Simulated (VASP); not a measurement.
A run of VASP 6.6.1:

Contents of POSCAR:

```
ZrC
1.0
    3.3914762718      0.0000000000      0.0000000000
   -1.6957381359      2.9371046077      0.0000000000
    0.0000000000      0.0000000000      5.2900530000
Zr C
2 2
Direct
    0.6666666667      0.3333333333      0.7500000000
    0.3333333333      0.6666666667      0.2500000000
    0.0000000000      0.0000000000      0.5000000000
    0.0000000000      0.0000000000      0.0000000000
```

INCAR.step1

```
PREC = Accurate
ENCUT = 520
EDIFF = 1E-6
ISMEAR = -1
SIGMA = 0.05
LREAL = False
LASPH = True
NELM = 150
ALGO = Normal
ISIF = 2
LWAVE = False
LCHARG = True
LMAXMIX = 4
LDAU = True
LDAUTYPE = 2
LDAUL = 2 -1
LDAUU = 4 0
LDAUJ = 0 0
LDAUPRINT = 1
GGA = PS
NBANDS = 24
```

Contents of KPOINTS.step1:

```
regular mesh
0
Gamma
  9 9 5
```

The input INCAR.step2:

```
PREC = Accurate
ENCUT = 520
EDIFF = 1E-6
ISMEAR = -5
SIGMA = 0.05
LREAL = False
LASPH = True
NELM = 150
ALGO = Normal
ISIF = 2
LWAVE = False
LCHARG = False
LMAXMIX = 4
LDAU = True
LDAUTYPE = 2
LDAUL = 2 -1
LDAUU = 4 0
LDAUJ = 0 0
LDAUPRINT = 1
GGA = PS
LORBIT = 11
NBANDS = 24
NEDOS = 2001
ICHARG = 11
```

Contents of KPOINTS.step2:

```
regular mesh
0
Gamma
  14 14 8
```

Potentials or basis: VASP PAW PBE potentials, release 64 (Zr_sv, C).

Run with:

```bash
$ cat potpaw_PBE.64/Zr_sv/POTCAR potpaw_PBE.64/C/POTCAR > POTCAR
$ cp INCAR.step1 INCAR
$ cp KPOINTS.step1 KPOINTS
$ mpirun -np 1 vasp_std > vasp.out
$ cp INCAR.step2 INCAR
$ cp KPOINTS.step2 KPOINTS
$ mpirun -np 1 vasp_std > vasp.out
```

Hardware: 1 thread of Intel Xeon 6975P-C, on a shared host.

Problem. Estimate the wall time of this run.

Solution. It took 2.2 min on 1 thread of Intel Xeon 6975P-C (shared host), peak memory 0.26 GiB. Counts: k points 120.
